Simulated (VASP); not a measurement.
# AlNi (Cmmm) in VASP: a series of runs

AlNi is run at these levels: PBEsol; tasks: single point.

Everything below comes from runs of VASP 6.6.1. Logs are shortened: lines on timing, memory, paths and dates and some standing lists are left out, and cuts for length are marked.

## 1. The cell of the first run

The structure is orthorhombic, space group Cmmm (No. 65). The conventional cell has a = 3.906 Å, b = 3.945 Å, c = 3.099 Å, α = 90.00°, β = 90.00°, γ = 90.00°. Within 3.3 Å of Al (site symmetry mmm) lie 8 Ni at 2.49 to 2.51 Å and 6 Al at 2.78 to 3.10 Å. Within 3.3 Å of Ni (site symmetry mmm) lie 8 Al at 2.49 to 2.51 Å and 6 Ni at 2.78 to 3.10 Å.

## 2. Single point, PBEsol (strain +0.0175 x Voigt [1, 0, 0, 0, 0, 0])

File INCAR:

```
SYSTEM = AlNi
ALGO     = Fast           ! electronic algorithm
EDIFF    = 1E-6           ! SCF threshold, eV
ENCUT    = 520            ! plane-wave cutoff, eV
GGA      = PS             ! functional
ISIF     = 2              ! what is computed and relaxed
ISMEAR   = 0              ! smearing method
LASPH    = .TRUE.         ! aspherical terms in the spheres
LCHARG   = .TRUE.         ! write CHGCAR
LELF     = .TRUE.         ! ELF
LREAL    = .FALSE.        ! projectors in reciprocal space
LVHAR    = .TRUE.       
LWAVE    = .FALSE.        ! write WAVECAR
NBANDS   = 14             ! bands
NELM     = 100            ! most SCF steps
PREC     = Accurate       ! precision mode
SIGMA    = 0.15           ! smearing width, eV
```

File KPOINTS:

```
k-points
0
G
  18 18 16
  0 0 0
```

File POSCAR:

```
AlNi
1.0
    1.9726211450     -1.9531901500      0.0000000000
    1.9726211450      1.9531901500      0.0000000000
    0.0000000000      0.0000000000      3.0994300413
Al Ni
1 1
Direct
    0.0000000000      0.0000000000      0.0000000000
    0.5000000000      0.5000000000      0.5000000000
```

Potentials or basis: VASP PAW PBE potentials, release 64 (Al, Ni).

The run is started by

```sh
$ cat potpaw_PBE.64/Al/POTCAR potpaw_PBE.64/Ni/POTCAR > POTCAR
$ mpirun -np 1 vasp_std > vasp.out
```

OUTCAR:

```text
SYSTEM = AlNi
   EDIFF = 1E-6
   ENCUT = 520
   GGA = PS
   ISIF = 2
   ISMEAR = 0
   LASPH = .TRUE.
   LREAL = .FALSE.
   NELM = 100
   PREC = Accurate

 ion  position               nearest neighbor table
   1  0.000  0.000  0.000-   2 2.49   2 2.49   2 2.49   2 2.49   2 2.51   2 2.51   2 2.51   2 2.51

   2  0.500  0.500  0.500-   1 2.49   1 2.49   1 2.49   1 2.49   1 2.51   1 2.51   1 2.51   1 2.51

  LATTYP: Found a base centered orthorhombic cell.
 ALAT       =     3.9063803000
 B/A-ratio  =     1.0099483376
 C/A-ratio  =     0.7934276244

  Lattice vectors:

 A1 = (  -1.9726211450,  -1.9531901500,   0.0000000000)
 A2 = (   1.9726211450,  -1.9531901500,   0.0000000000)
 A3 = (   0.0000000000,   0.0000000000,   3.0994300413)

Analysis of symmetry for initial positions (statically):
=====================================================================
 Subroutine PRICEL returns:
 Original cell was already a primitive cell.

 Routine SETGRP: Setting up the symmetry group for a
 base centered orthorhombic supercell.

 Subroutine GETGRP returns: Found  8 space group operations
 (whereof  8 operations were pure point group operations)
 out of a pool of  8 trial point group operations.

The static configuration has the point symmetry D_2h.

Analysis of symmetry for dynamics (positions and initial velocities):
=====================================================================
 Subroutine PRICEL returns:
 Original cell was already a primitive cell.

 Routine SETGRP: Setting up the symmetry group for a
 base centered orthorhombic supercell.

 Subroutine GETGRP returns: Found  8 space group operations
 (whereof  8 operations were pure point group operations)
 out of a pool of  8 trial point group operations.

The dynamic configuration has the point symmetry D_2h.

 Subroutine INISYM returns: Found  8 space group operations
 (whereof  8 operations are pure point group operations),
 and found     1 'primitive' translations

----------------------------------------------------------------------------------------

                                     Primitive cell

  volume of cell :      23.8836

  direct lattice vectors                    reciprocal lattice vectors
     1.972621145 -1.953190150  0.000000000     0.253469857 -0.255991461  0.000000000
     1.972621145  1.953190150  0.000000000     0.253469857  0.255991461  0.000000000
     0.000000000  0.000000000  3.099430041     0.000000000  0.000000000  0.322639965

  length of vectors
     2.776001791  2.776001791  3.099430041     0.360247965  0.360247965  0.322639965

  position of ions in fractional coordinates (direct lattice)
     0.000000000  0.000000000  0.000000000
     0.500000000  0.500000000  0.500000000

  ion indices of the primitive-cell ions
   primitive index   ion index
                 1           1
                 2           2

----------------------------------------------------------------------------------------

 KPOINTS: k-points

Automatic generation of k-mesh.
 Grid dimensions read from file:
 generate k-points for:   18   18   16

 Generating k-lattice:

  Cartesian coordinates                     Fractional coordinates (reciprocal lattice)
     0.014081659 -0.014221748  0.000000000     0.055555556  0.000000000  0.000000000
     0.014081659  0.014221748  0.000000000     0.000000000  0.055555556  0.000000000
     0.000000000  0.000000000  0.020164998     0.000000000  0.000000000  0.062500000

  Length of vectors
     0.020013776  0.020013776  0.020164998

  Shift w.r.t. Gamma in fractional coordinates (k-lattice)
     0.000000000  0.000000000  0.000000000

 Subroutine IBZKPT returns following result:
 ===========================================

 Found    819 irreducible k-points:

 Following reciprocal coordinates:
            Coordinates               Weight
  0.000000  0.000000  0.000000      1.000000
  0.055556  0.000000  0.000000      4.000000
  0.111111  0.000000  0.000000      4.000000
  0.166667  0.000000  0.000000      4.000000
  0.222222  0.000000  0.000000      4.000000
  0.277778  0.000000  0.000000      4.000000
[... 16 lines left out ...]
 -0.277778  0.055556  0.000000      4.000000
 -0.222222  0.055556  0.000000      4.000000
 [... further k-points ...]
   k-points           NKPTS =    819   k-points in BZ     NKDIM =    819   number of bands    NBANDS=     14
   number of dos      NEDOS =    301   number of ions     NIONS =      2
   total plane-waves  NPLWV =  13824
   dimension x,y,z NGX =    24 NGY =   24 NGZ =   24
   dimension x,y,z NGXF=    48 NGYF=   48 NGZF=   48
   ions per type =               1   1
   NGX,Y,Z   is equivalent  to a cutoff of  14.37, 14.37, 12.87 a.u.
   NGXF,Y,Z  is equivalent  to a cutoff of  28.75, 28.75, 25.75 a.u.
 SYSTEM =  AlNi
   PREC   = accura    normal or accurate (medium, high low for compatibility)
   ISTART =      0    job   : 0-new  1-cont  2-samecut
   ICHARG =      2    charge: 1-file 2-atom 10-const
   ISPIN  =      1    spin polarized calculation?
   LNONCOLLINEAR =      F non collinear calculations
   LSORBIT =      F    spin-orbit coupling
   LASPH  =      T    aspherical Exc in radial PAW
   ENCUT  =  520.0 eV  38.22 Ry    6.18 a.u.   5.16  5.16  5.76*2*pi/ulx,y,z
   NELM   =    100;   NELMIN=  2; NELMDL= -5     # of ELM steps
   EDIFF  = 0.1E-05   stopping-criterion for ELM
   LREAL  =      F    real-space projection
   EDIFFG = 0.1E-04   stopping-criterion for IOM
   NSW    =      0    number of steps for IOM
   IBRION =     -1    ionic relax: 0-MD 1-quasi-New 2-CG
   NFREE  =      0    steps in history (QN), initial steepest desc. (CG)
   ISIF   =      2    stress and relaxation
   ISYM   =      2    0-nonsym 1-usesym 2-fastsym
   POTIM  = 0.5000    time-step for ionic-motion
   TEBEG  =    0.0;   TEEND  =   0.0 temperature during run
   PSTRESS=    0.0 pullay stress
   NELECT =      13.0000    total number of electrons
   NUPDOWN=      -1.0000    fix difference up-down
   EMIN   =  10.00;   EMAX   =-10.00  energy-range for DOS
   EFERMI =   0.00;   METHOD = LEGACY
   ISMEAR =     0;   SIGMA  =   0.15  broadening in eV -4-tet -1-fermi 0-gaus
   EFERMI_NEDOS =   21; number of points for ismear=-14 and -15
   IALGO  =     68    algorithm
   IMIX   =      4    mixing-type and parameters
     AMIX     =   0.40;   BMIX     =  1.00
     AMIX_MAG =   1.60;   BMIX_MAG =  1.00
  volume/ion in A,a.u.               =      11.94        80.59
  Fermi-wavevector in a.u.,A,eV,Ry     =   1.336665  2.525931 24.309169  1.786674
  Thomas-Fermi vector in A             =   2.465274
   LORBIT       =      0    0 simple, 1 ext, 2 COOP (PROOUT), +10 PAW based schemes
   GGA     = PS    functional components
   LHFCALC =     F    Hartree Fock is set to
   AEXX    =    0.0000 exact exchange contribution
   IVDW    =     0    specifies the selected vdW correction
   LEPSILON=     F    determine dielectric tensor
   LRPA    =     F    only Hartree local field effects (RPA)
 non-spin polarized calculation
 RMM-DIIS sequential band-by-band and
 Gauss-broadening in eV      SIGMA  =   0.15
  energy-cutoff  :      520.00
  volume of cell :       23.88
 maximum number of plane-waves:       658
 NGX is ok and might be reduce to    24
   NGX = 11   NGY = 11   NGZ = 11

 number of electron      12.9999999 magnetization

 Free energy of the ion-electron system (eV)
  ---------------------------------------------------
  ext. energy  EPLUGINS =         0.00000000
  ---------------------------------------------------
  free energy    TOTEN  =       -11.55022409 eV

  energy without entropy =      -11.54050569  energy(sigma->0) =      -11.54536489

 E-fermi :   9.9162     XC(G=0): -12.1721

 val. band max:        9.9146506949   @ k =  -0.3889   0.1667   0.1250
 cond. band min:       9.9209018904   @ k =   0.4444   0.2778   0.2500
 fundamental gap:      0.0062511956
 Fermi energy:         9.9162343639

 k-point     1 :       0.0000    0.0000    0.0000
  band No.  band energies     occupation
      1      -1.2374      2.00000
      2       6.5815      2.00000
      3       6.7068      2.00000
      4       8.2871      2.00000
      5       8.3127      2.00000
      6       8.5768      2.00000
      7      12.9873      0.00000
      8      16.7431      0.00000
      9      16.8026      0.00000
     10      17.1311      0.00000
     11      18.4916      0.00000
     12      24.1648      0.00000
     13      30.1647      0.00000
     14      30.1778      0.00000

 k-point     2 :       0.0556    0.0000    0.0000
  band No.  band energies     occupation
      1      -1.1763      2.00000
      2       6.5975      2.00000
      3       6.7124      2.00000
      4       8.2533      2.00000
      5       8.3067      2.00000
      6       8.5524      2.00000
      7      13.0817      0.00000
      8      15.8691      0.00000
      9      16.8483      0.00000
     10      17.2274      0.00000
     11      19.1636      0.00000
     12      24.4518      0.00000
     13      29.2192      0.00000
     14      30.1821      0.00000

 k-point     3 :       0.1111    0.0000    0.0000
  band No.  band energies     occupation
      1      -0.9934      2.00000
      2       6.6394      2.00000
      3       6.7257      2.00000
      4       8.1373      2.00000
      5       8.3145      2.00000
      6       8.4837      2.00000
      7      13.3538      0.00000
      8      14.4862      0.00000
      9      17.0684      0.00000
     10      17.2821      0.00000
     11      20.0868      0.00000
     12      25.3161      0.00000
     13      27.7082      0.00000
     14      30.3305      0.00000
[... 324 lines left out ...]
 k-point    23 :      -0.2778    0.0556    0.0000
  band No.  band energies     occupation
      1       0.3266      2.00000
      2       6.3517      2.00000
      3       6.9478      2.00000
      4       7.6167      2.00000
      5       8.1155      2.00000
      6       8.3361      2.00000
      7      10.8709      0.00000
      8      15.0604      0.00000
      9      17.0531      0.00000
     10      18.3502      0.00000
     11      22.5491      0.00000
     12      23.3757      0.00000
     13      25.8058      0.00000
     14      26.7115      0.00000

 k-point    24 :      -0.2222    0.0556    0.0000
  band No.  band energies     occupation
      1      -0.2061      2.00000
      2       6.5975      2.00000
      3       6.8503      2.00000
      4       7.7907      2.00000
      5       8.2343      2.00000
      6       8.3154      2.00000
      7      11.8901      0.00000
      8      14.4149      0.00000
      9      16.7262      0.00000
     10      18.0016      0.00000
     11      22.0624      0.00000
     12      24.7535      0.00000
     13      27.0120      0.00000
     14      27.8765      0.00000

 [... further k-points ...]
[... 5 lines left out ...]
  --------------------------------------------------------------------------------------
  -------------------------------------------------------------------------------------
  Total       -0.1841967      0.1255863     -0.9079186      0.0000000      0.0000000      0.0000000
  in kB      -12.3564133      8.4246715    -60.9056349      0.0000000      0.0000000      0.0000000
  external PRESSURE =     -21.6124589 kB  Pullay stress =       0.0000000 kB

 VOLUME and BASIS-vectors are now :
 -----------------------------------------------------------------------------
  energy-cutoff  :      520.00
  volume of cell :       23.88
      direct lattice vectors                 reciprocal lattice vectors
     1.972621145 -1.953190150  0.000000000     0.253469857 -0.255991461  0.000000000
     1.972621145  1.953190150  0.000000000     0.253469857  0.255991461  0.000000000
     0.000000000  0.000000000  3.099430041     0.000000000  0.000000000  0.322639965

 POSITION                                       TOTAL-FORCE (eV/Angst)
 -----------------------------------------------------------------------------------
      0.00000      0.00000      0.00000         0.000000      0.000000      0.000000
      1.97262      0.00000      1.54972         0.000000     -0.000000      0.000000
 -----------------------------------------------------------------------------------
    total drift:                                0.000000      0.000000     -0.000000

  FREE ENERGIE OF THE ION-ELECTRON SYSTEM (eV)
  ---------------------------------------------------
  free  energy   TOTEN  =       -11.5502240896 eV

  energy  without entropy=      -11.5405056868  energy(sigma->0) =      -11.54536489
```

Run time: 5.9 min. Hardware: 1 thread of AMD EPYC 7R13 (Zen 3), shared host; peak memory 0.34 GiB.

Results:

```yaml
Free_energy: -11.5502 eV
Pressure: -2.2 GPa
```

Stress tensor (GPa, compression positive):
```
-1.24  0.00  0.00
 0.00  0.84  0.00
 0.00  0.00 -6.09
```

Caveat: the cell differs from its parent crystal (strain +0.0175 x Voigt [1, 0, 0, 0, 0, 0]); the PAW data sets were made with another functional, which shifts forces and pressure a little. Spin polarisation is off, so any magnetic state and its effect on volume and gap are missing.

## 3. Single point, PBEsol (strain +0.0200 x Voigt [1, 0, 0, 0, 0, 0])

File INCAR:

```
ALGO = Fast ; EDIFF = 1E-7
ENCUT = 520 ; GGA = PS
ISIF = 2 ; ISMEAR = 0
LASPH = T ; LCHARG = F
LREAL = F ; LWAVE = F
NBANDS = 14 ; NELM = 80
PREC = Accurate ; SIGMA = 0.15
```

File KPOINTS:

```
k-points
0
Gamma
  18 18 16
```

File POSCAR:

```
AlNi
1.0
    1.9774678800     -1.9531901500      0.0000000000
    1.9774678800      1.9531901500      0.0000000000
    0.0000000000      0.0000000000      3.0994300413
Al Ni
1 1
Direct
    0.0000000000      0.0000000000      0.0000000000
    0.5000000000      0.5000000000      0.5000000000
```

Potentials or basis: VASP PAW PBE potentials, release 64 (Al, Ni).

The run is started by

```sh
$ cat potpaw_PBE.64/Al/POTCAR potpaw_PBE.64/Ni/POTCAR > POTCAR
$ mpirun -np 1 vasp_std > vasp.out
```

OUTCAR:

```text
EDIFF = 1E-7
   ENCUT = 520
   GGA = PS
   ISIF = 2
   ISMEAR = 0
   LASPH = T
   LREAL = F
   NELM = 80
   PREC = Accurate

 ion  position               nearest neighbor table
   1  0.000  0.000  0.000-   2 2.49   2 2.49   2 2.49   2 2.49   2 2.51   2 2.51   2 2.51   2 2.51

   2  0.500  0.500  0.500-   1 2.49   1 2.49   1 2.49   1 2.49   1 2.51   1 2.51   1 2.51   1 2.51

  LATTYP: Found a base centered orthorhombic cell.
 ALAT       =     3.9063803000
 B/A-ratio  =     1.0124297831
 C/A-ratio  =     0.7934276244
[... 601 lines left out ...]

  FORCE on cell =-STRESS in cart. coord.  units (eV):
  Direction    XX          YY          ZZ          XY          YZ          ZX
  --------------------------------------------------------------------------------------
  -------------------------------------------------------------------------------------
  Total       -0.3296215      0.0559325     -1.0037101      0.0000000      0.0000000      0.0000000
  in kB      -22.0577024      3.7429053    -67.1665536      0.0000000      0.0000000      0.0000000
  external PRESSURE =     -28.4937836 kB  Pullay stress =       0.0000000 kB

 VOLUME and BASIS-vectors are now :
 -----------------------------------------------------------------------------
  energy-cutoff  :      520.00
  volume of cell :       23.94
      direct lattice vectors                 reciprocal lattice vectors
     1.977467880 -1.953190150  0.000000000     0.252848608 -0.255991461  0.000000000
     1.977467880  1.953190150  0.000000000     0.252848608  0.255991461  0.000000000
     0.000000000  0.000000000  3.099430041     0.000000000  0.000000000  0.322639965

 POSITION                                       TOTAL-FORCE (eV/Angst)
 -----------------------------------------------------------------------------------
      0.00000      0.00000      0.00000         0.000000      0.000000      0.000000
      1.97747      0.00000      1.54972         0.000000      0.000000      0.000000
 -----------------------------------------------------------------------------------
    total drift:                                0.000000     -0.000000     -0.000000

  FREE ENERGIE OF THE ION-ELECTRON SYSTEM (eV)
  ---------------------------------------------------
  free  energy   TOTEN  =       -11.5495682233 eV

  energy  without entropy=      -11.5398477856  energy(sigma->0) =      -11.54470800
```

stdout:

```text
POSCAR found type information on POSCAR AlNi
 POSCAR found :  2 types and       2 ions
 scaLAPACK will be used
 -----------------------------------------------------------------------------
|                                                                             |
|                                                                             |
|     You enforced a specific xc type in the INCAR file but a different       |
|     I HOPE YOU KNOW WHAT YOU ARE DOING!                                     |
|                                                                             |
 -----------------------------------------------------------------------------

 LDA part: xc-table for (Slater+PW92), standard interpolation
 POSCAR, INCAR and KPOINTS ok, starting setup
 FFT: planning ... GRIDC
 FFT: planning ... GRID_SOFT
 FFT: planning ... GRID
 WAVECAR not read
 entering main loop
WARNING in EDDRMM: call to ZHEGV failed, returncode =   8  4     14
WARNING in EDDRMM: call to ZHEGV failed, returncode =   8  4     13
WARNING in EDDRMM: call to ZHEGV failed, returncode =   8  4     13
WARNING in EDDRMM: call to ZHEGV failed, returncode =   8  4     14
WARNING in EDDRMM: call to ZHEGV failed, returncode =   8  4     14
WARNING in EDDRMM: call to ZHEGV failed, returncode =   8  4     13
WARNING in EDDRMM: call to ZHEGV failed, returncode =   8  4     14
```

Run time: 4.7 min. Hardware: 1 thread of AMD EPYC 7R13 (Zen 3), shared host; peak memory 0.34 GiB.

Results:

```yaml
Free_energy: -11.5496 eV
Pressure: -2.8 GPa
```

Caveat: the cell differs from its parent crystal (strain +0.0200 x Voigt [1, 0, 0, 0, 0, 0]); the PAW data sets were made with another functional, which shifts forces and pressure a little. Spin polarisation is off, so any magnetic state and its effect on volume and gap are missing.
